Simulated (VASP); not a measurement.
# Hf (P6/mmm) in VASP: a series of runs

Runs on Hf. Level: PBE. Tasks: single point, relaxation of shape and atoms at fixed volume.

Everything below comes from runs of VASP 6.6.1. Logs are shortened: lines on timing, memory, paths and dates and some standing lists are left out, and cuts for length are marked.

**1. The cell of the first run**

It takes space group P6/mmm (No. 191, hexagonal). The conventional cell has a = 2.996 Å, b = 2.996 Å, c = 3.006 Å, α = 90.00°, β = 90.00°, γ = 120.00°. Hf (site symmetry 6/mmm) has 8 Hf at 3.00 to 3.01 Å within 3.9 Å.

This isn't the form of Hf at room conditions, which is hcp.

**2. Single point, PBE (23.36 Å³/atom)**

INCAR reads:

```
SYSTEM = Hf
PREC     = Accurate       ! precision mode
ENCUT    = 520            ! plane-wave cutoff, eV
EDIFF    = 1E-6           ! SCF threshold, eV
ISMEAR   = -1             ! smearing method
SIGMA    = 0.1            ! smearing width, eV
LREAL    = .False.        ! projectors in reciprocal space
LASPH    = .True.         ! aspherical terms in the spheres
NELM     = 60             ! most SCF steps
ALGO     = Normal         ! electronic algorithm
ISIF     = 2              ! what is computed and relaxed
LWAVE    = .False.        ! write WAVECAR
LCHARG   = .False.        ! write CHGCAR
GGA      = PE             ! functional
NBANDS   = 11             ! bands
```

KPOINTS reads:

```
Automatic mesh
0
Gamma
  16 16 15
  0 0 0
```

POSCAR reads:

```
Hf
1.0
    2.9959090579      0.0000000000      0.0000000000
   -1.4979545290      2.5945333516      0.0000000000
    0.0000000000      0.0000000000      3.0057373345
Hf
1
Direct
    0.0000000000      0.0000000000      0.0000000000
```

Potentials or basis: VASP PAW PBE potentials, release 64 (Hf_pv).

Command:

```bash
> cat potpaw_PBE.64/Hf_pv/POTCAR > POTCAR
> mpirun -np 1 vasp_std > vasp.out
```

OUTCAR:

```text
SYSTEM = Hf
   PREC = Accurate
   ENCUT = 520
   EDIFF = 1E-6
   ISMEAR = -1
   LREAL = .False.
   LASPH = .True.
   NELM = 60
   ISIF = 2
   GGA = PE

 ion  position               nearest neighbor table
   1  0.000  0.000  0.000-

  LATTYP: Found a hexagonal cell.
 ALAT       =     2.9959090579
 C/A-ratio  =     1.0032805657

  Lattice vectors:

 A1 = (   2.9959090579,   0.0000000000,   0.0000000000)
 A2 = (  -1.4979545290,   2.5945333516,   0.0000000000)
 A3 = (   0.0000000000,   0.0000000000,   3.0057373345)

Analysis of symmetry for initial positions (statically):
=====================================================================
 Subroutine PRICEL returns:
 Original cell was already a primitive cell.

 Routine SETGRP: Setting up the symmetry group for a
 hexagonal supercell.

 Subroutine GETGRP returns: Found 24 space group operations
 (whereof 24 operations were pure point group operations)
 out of a pool of 24 trial point group operations.

The static configuration has the point symmetry D_6h.

Analysis of symmetry for dynamics (positions and initial velocities):
=====================================================================
 Subroutine PRICEL returns:
 Original cell was already a primitive cell.

 Routine SETGRP: Setting up the symmetry group for a
 hexagonal supercell.

 Subroutine GETGRP returns: Found 24 space group operations
 (whereof 24 operations were pure point group operations)
 out of a pool of 24 trial point group operations.

The dynamic configuration has the point symmetry D_6h.

 Subroutine INISYM returns: Found 24 space group operations
 (whereof 24 operations are pure point group operations),
 and found     1 'primitive' translations

----------------------------------------------------------------------------------------

                                     Primitive cell

  volume of cell :      23.3636

  direct lattice vectors                    reciprocal lattice vectors
     2.995909058  0.000000000  0.000000000     0.333788503  0.192712882  0.000000000
    -1.497954529  2.594533352  0.000000000     0.000000000  0.385425764  0.000000000
     0.000000000  0.000000000  3.005737335     0.000000000  0.000000000  0.332697069

  length of vectors
     2.995909058  2.995909058  3.005737335     0.385425764  0.385425764  0.332697069

  position of ions in fractional coordinates (direct lattice)
     0.000000000  0.000000000  0.000000000

  ion indices of the primitive-cell ions
   primitive index   ion index
                 1           1

----------------------------------------------------------------------------------------

 KPOINTS: Automatic mesh

Automatic generation of k-mesh.
 Grid dimensions read from file:
 generate k-points for:   16   16   15

 Generating k-lattice:

  Cartesian coordinates                     Fractional coordinates (reciprocal lattice)
     0.020861781  0.012044555  0.000000000     0.062500000  0.000000000  0.000000000
     0.000000000  0.024089110  0.000000000     0.000000000  0.062500000  0.000000000
     0.000000000  0.000000000  0.022179805     0.000000000  0.000000000  0.066666667

  Length of vectors
     0.024089110  0.024089110  0.022179805

  Shift w.r.t. Gamma in fractional coordinates (k-lattice)
     0.000000000  0.000000000  0.000000000

 Subroutine IBZKPT returns following result:
 ===========================================

 Found    240 irreducible k-points:

 Following reciprocal coordinates:
            Coordinates               Weight
  0.000000  0.000000  0.000000      1.000000
  0.062500  0.000000  0.000000      6.000000
  0.125000  0.000000  0.000000      6.000000
  0.187500  0.000000  0.000000      6.000000
  0.250000  0.000000  0.000000      6.000000
  0.312500 -0.000000  0.000000      6.000000
[... 16 lines left out ...]
  0.187500  0.187500  0.000000      6.000000
  0.250000  0.187500  0.000000     12.000000
 [... further k-points ...]
   k-points           NKPTS =    240   k-points in BZ     NKDIM =    240   number of bands    NBANDS=     11
   number of dos      NEDOS =    301   number of ions     NIONS =      1
   total plane-waves  NPLWV =  13824
   dimension x,y,z NGX =    24 NGY =   24 NGZ =   24
   dimension x,y,z NGXF=    48 NGYF=   48 NGZF=   48
   ions per type =               1
   NGX,Y,Z   is equivalent  to a cutoff of  13.32, 13.32, 13.27 a.u.
   NGXF,Y,Z  is equivalent  to a cutoff of  26.64, 26.64, 26.55 a.u.
 SYSTEM =  Hf
   PREC   = accura    normal or accurate (medium, high low for compatibility)
   ISTART =      0    job   : 0-new  1-cont  2-samecut
   ICHARG =      2    charge: 1-file 2-atom 10-const
   ISPIN  =      1    spin polarized calculation?
   LNONCOLLINEAR =      F non collinear calculations
   LSORBIT =      F    spin-orbit coupling
   LASPH  =      T    aspherical Exc in radial PAW
   ENCUT  =  520.0 eV  38.22 Ry    6.18 a.u.   5.57  5.57  5.59*2*pi/ulx,y,z
   NELM   =     60;   NELMIN=  2; NELMDL= -5     # of ELM steps
   EDIFF  = 0.1E-05   stopping-criterion for ELM
   LREAL  =      F    real-space projection
   EDIFFG = 0.1E-04   stopping-criterion for IOM
   NSW    =      0    number of steps for IOM
   IBRION =     -1    ionic relax: 0-MD 1-quasi-New 2-CG
   NFREE  =      0    steps in history (QN), initial steepest desc. (CG)
   ISIF   =      2    stress and relaxation
   ISYM   =      2    0-nonsym 1-usesym 2-fastsym
   POTIM  = 0.5000    time-step for ionic-motion
   TEBEG  =    0.0;   TEEND  =   0.0 temperature during run
   PSTRESS=    0.0 pullay stress
   NELECT =      10.0000    total number of electrons
   NUPDOWN=      -1.0000    fix difference up-down
   EMIN   =  10.00;   EMAX   =-10.00  energy-range for DOS
   EFERMI =   0.00;   METHOD = LEGACY
   ISMEAR =    -1;   SIGMA  =   0.10  broadening in eV -4-tet -1-fermi 0-gaus
   EFERMI_NEDOS =   21; number of points for ismear=-14 and -15
   IALGO  =     38    algorithm
   IMIX   =      4    mixing-type and parameters
     AMIX     =   0.40;   BMIX     =  1.00
     AMIX_MAG =   1.60;   BMIX_MAG =  1.00
  volume/ion in A,a.u.               =      23.36       157.67
  Fermi-wavevector in a.u.,A,eV,Ry     =   1.233754  2.331457 20.710089  1.522149
  Thomas-Fermi vector in A             =   2.368471
   LORBIT       =      0    0 simple, 1 ext, 2 COOP (PROOUT), +10 PAW based schemes
   GGA     = PE    functional components
   LHFCALC =     F    Hartree Fock is set to
   AEXX    =    0.0000 exact exchange contribution
   IVDW    =     0    specifies the selected vdW correction
   LEPSILON=     F    determine dielectric tensor
   LRPA    =     F    only Hartree local field effects (RPA)
 non-spin polarized calculation
  energy-cutoff  :      520.00
  volume of cell :       23.36
 maximum number of plane-waves:       659
 NGX is ok and might be reduce to    24
   NGX = 11   NGY = 11   NGZ = 11

 number of electron      10.0000000 magnetization

 number of electron       9.9999998 magnetization

 Free energy of the ion-electron system (eV)
  ---------------------------------------------------
  ext. energy  EPLUGINS =         0.00000000
  ---------------------------------------------------
  free energy    TOTEN  =        -9.46305556 eV

  energy without entropy =       -9.43907885  energy(sigma->0) =       -9.45106720

 E-fermi :   4.2132     XC(G=0): -11.0320

 val. band max:        4.2082079647   @ k =   0.3750   0.2500   0.0000
 cond. band min:       4.2640814806   @ k =   0.2500   0.2500   0.4000
 fundamental gap:      0.0558735159
 Fermi energy:         4.2132473575

 k-point     1 :       0.0000    0.0000    0.0000
  band No.  band energies     occupation
      1     -25.8498      2.00000
      2     -25.6057      2.00000
      3     -25.6057      2.00000
      4      -2.5402      2.00000
      5       2.7237      2.00000
      6       5.9665      0.00000
      7       5.9665      0.00000
      8      10.8451      0.00000
      9      10.8451      0.00000
     10      15.8709      0.00000
     11      16.3636      0.00000

 k-point     2 :       0.0625    0.0000    0.0000
  band No.  band energies     occupation
      1     -25.8451      2.00000
      2     -25.6479      2.00000
      3     -25.6150      2.00000
      4      -2.4020      2.00000
      5       2.7951      2.00000
      6       5.7775      0.00000
      7       6.1029      0.00000
      8      10.5275      0.00000
      9      10.8079      0.00000
     10      16.2992      0.00000
     11      16.7420      0.00000

 k-point     3 :       0.1250    0.0000    0.0000
  band No.  band energies     occupation
      1     -25.8317      2.00000
      2     -25.7666      2.00000
      3     -25.6415      2.00000
      4      -2.0042      2.00000
      5       2.9957      1.99999
      6       5.3124      0.00003
      7       6.5071      0.00000
      8       9.8072      0.00000
      9      10.7035      0.00000
     10      17.3350      0.00000
     11      17.6985      0.00000

 k-point     4 :       0.1875    0.0000    0.0000
  band No.  band energies     occupation
      1     -25.9402      2.00000
      2     -25.8115      2.00000
      3     -25.6809      2.00000
      4      -1.3968      2.00000
      5       3.2627      1.99985
      6       4.8027      0.00549
      7       7.1637      0.00000
      8       8.9933      0.00000
      9      10.5521      0.00000
     10      17.3180      0.00000
     11      17.6301      0.00000

 k-point     5 :       0.2500    0.0000    0.0000
  band No.  band energies     occupation
      1     -26.1393      2.00000
      2     -25.7876      2.00000
      3     -25.7269      2.00000
      4      -0.6640      2.00000
      5       3.3919      1.99946
      6       4.5741      0.05275
      7       8.0445      0.00000
      8       8.2389      0.00000
      9      10.3802      0.00000
     10      16.1752      0.00000
     11      17.3862      0.00000
[... 211 lines left out ...]
 k-point    21 :       0.3750    0.1250    0.0000
  band No.  band energies     occupation
      1     -26.5553      2.00000
      2     -25.9331      2.00000
      3     -25.7247      2.00000
      4       1.4147      2.00000
      5       3.5173      1.99810
      6       4.8610      0.00307
      7       7.0040      0.00000
      8       9.4925      0.00000
      9      11.4089      0.00000
     10      13.7974      0.00000
     11      15.5245      0.00000

 k-point    22 :       0.4375    0.1250    0.0000
  band No.  band energies     occupation
      1     -26.5854      2.00000
      2     -25.9454      2.00000
      3     -25.7202      2.00000
      4       1.4931      2.00000
      5       3.6807      1.99031
      6       4.8522      0.00335
      7       6.9253      0.00000
      8       9.4446      0.00000
      9      11.8901      0.00000
     10      13.4669      0.00000
     11      15.2689      0.00000

 k-point    23 :       0.1875    0.1875    0.0000
  band No.  band energies     occupation
      1     -26.3022      2.00000
      2     -25.8640      2.00000
      3     -25.7581      2.00000
      4       0.4529      2.00000
      5       3.6601      1.99211
      6       4.0866      1.56023
      7       7.7242      0.00000
      8       9.4566      0.00000
      9       9.7399      0.00000
     10      15.1333      0.00000
     11      16.8861      0.00000

 k-point    24 :       0.2500    0.1875    0.0000
  band No.  band energies     occupation
      1     -26.4074      2.00000
      2     -25.9460      2.00000
      3     -25.7392      2.00000
      4       1.2343      2.00000
      5       3.4239      1.99925
      6       4.3791      0.31979
      7       7.4279      0.00000
      8       9.3894      0.00000
      9      10.3819      0.00000
     10      14.3189      0.00000
     11      15.9415      0.00000

 [... further k-points ...]

------------------------ aborting loop because EDIFF is reached ----------------------------------------

  FORCE on cell =-STRESS in cart. coord.  units (eV):
  Direction    XX          YY          ZZ          XY          YZ          ZX
  --------------------------------------------------------------------------------------
  -------------------------------------------------------------------------------------
  Total       -0.0599006     -0.0599006     -0.0422964      0.0000000      0.0000000     -0.0000000
  in kB       -4.1077412     -4.1077412     -2.9005153      0.0000000      0.0000000     -0.0000000
  external PRESSURE =      -3.7053325 kB  Pullay stress =       0.0000000 kB

 VOLUME and BASIS-vectors are now :
 -----------------------------------------------------------------------------
  energy-cutoff  :      520.00
  volume of cell :       23.36
      direct lattice vectors                 reciprocal lattice vectors
     2.995909058  0.000000000  0.000000000     0.333788503  0.192712882  0.000000000
    -1.497954529  2.594533352  0.000000000     0.000000000  0.385425764  0.000000000
     0.000000000  0.000000000  3.005737335     0.000000000  0.000000000  0.332697069

 POSITION                                       TOTAL-FORCE (eV/Angst)
 -----------------------------------------------------------------------------------
      0.00000      0.00000      0.00000         0.000000      0.000000      0.000000
 -----------------------------------------------------------------------------------
    total drift:                                0.000000     -0.000000      0.000000

  FREE ENERGIE OF THE ION-ELECTRON SYSTEM (eV)
  ---------------------------------------------------
  free  energy   TOTEN  =        -9.4630555569 eV

  energy  without entropy=       -9.4390788523  energy(sigma->0) =       -9.45106720
```

It took 56 s on 1 thread of Intel Xeon 8259CL, shared host; peak memory 0.18 GiB.

What came out:

* Free energy: -9.4631 eV
* Pressure: -0.4 GPa
* Band gap on the k mesh: zero (bands 5 and 6 overlap by 0.52 eV)

Caveat: spin-orbit coupling is left out, which moves the levels of the heavy elements.

**3. Relaxation of shape and atoms at fixed volume, PBE**

This run uses another cell than the first one, of 10.05 Å³/atom.

INCAR reads:

```
SYSTEM = Hf
ALGO = Normal
EDIFF = 1E-6
EDIFFG = -0.005
ENCUT = 600
GGA = PE
IBRION = 2
ISIF = 4
ISMEAR = -1
LASPH = .True.
LCHARG = .False.
LREAL = .False.
LWAVE = .False.
NELM = 60
NSW = 50
PREC = Accurate
SIGMA = 0.1
```

KPOINTS reads:

```
k-points
0
Gamma
  16 16 15
  0 0 0
```

POSCAR reads:

```
Hf
1.0
    2.2612649157      0.0000000000      0.0000000000
   -1.1306324579      1.9583128617      0.0000000000
    0.0000000000      0.0000000000      2.2686831439
Hf
1
Direct
    0.0000000000      0.0000000000      0.0000000000
```

Potentials or basis: VASP PAW PBE potentials, release 64 (Hf_pv).

Command:

```bash
> cat potpaw_PBE.64/Hf_pv/POTCAR > POTCAR
> mpirun -np 1 vasp_std > vasp.out
```

Run time: 2.5 min. Hardware: 1 thread of Intel Xeon 8259CL, shared host; peak memory 0.15 GiB.

The run converged. Its results:

```
Free energy             : -1.9415 eV
Pressure after relaxing : 374.3 GPa
Band gap on the k mesh  : zero (bands 5 and 6 overlap by 5.15 eV)
```

Final structure:
```cif
data_structure
_symmetry_space_group_name_H-M 'P 1'
_symmetry_Int_Tables_number 1
_cell_length_a 2.2901
_cell_length_b 2.2901
_cell_length_c 2.2120
_cell_angle_alpha 90.000
_cell_angle_beta 90.000
_cell_angle_gamma 120.000
_cell_volume 10.05
loop_
_atom_site_label
_atom_site_type_symbol
_atom_site_fract_x
_atom_site_fract_y
_atom_site_fract_z
_atom_site_occupancy
Hf1 Hf 0.00000 0.00000 0.00000 1
```

Levels at points of the mesh, in eV from the Fermi level:
```
           k point  band 3  band 4  band 5  band 6  band 7  band 8
(0.00, 0.00, 0.00)  -26.87   -7.54   -5.57    1.22    1.22   14.72
(0.50, 0.00, 0.00)  -26.31   -7.54   -1.81    4.08    6.50   12.87
```

Caveat: spin-orbit coupling is left out, which moves the levels of the heavy elements.
